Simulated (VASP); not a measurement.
A run of VASP 6.6.1 is set up as follows.

INCAR

```
PREC = Accurate
ENCUT = 520
EDIFF = 1E-7
ISMEAR = -1
SIGMA = 0.1
LREAL = F
LASPH = T
NELM = 150
ALGO = Normal
ISIF = 2
LWAVE = F
LCHARG = F
ISPIN = 2
MAGMOM = 0.8
LORBIT = 11
NUPDOWN = 0.8
LMAXMIX = 4
GGA = PE
NBANDS = 14
```

The input KPOINTS:

```
regular mesh
0
Gamma
  17 17 17
```

The input POSCAR:

```
Re
1.0
    0.0000000000      1.9750000000      1.9750000000
    1.9750000000      0.0000000000      1.9750000000
    1.9750000000      1.9750000000      0.0000000000
Re
1
Direct
    0.0000000000      0.0000000000      0.0000000000
```

Potentials or basis: VASP PAW PBE potentials, release 64 (Re).

Launch:

```console
$ cat potpaw_PBE.64/Re/POTCAR > POTCAR
$ mpirun -np 1 vasp_std > vasp.out
```

Problem. Estimate the pressure.

Solution. -5.2 GPa.

Caveat: the cell stands under tension; the total moment is fixed, so each spin has its own Fermi level.
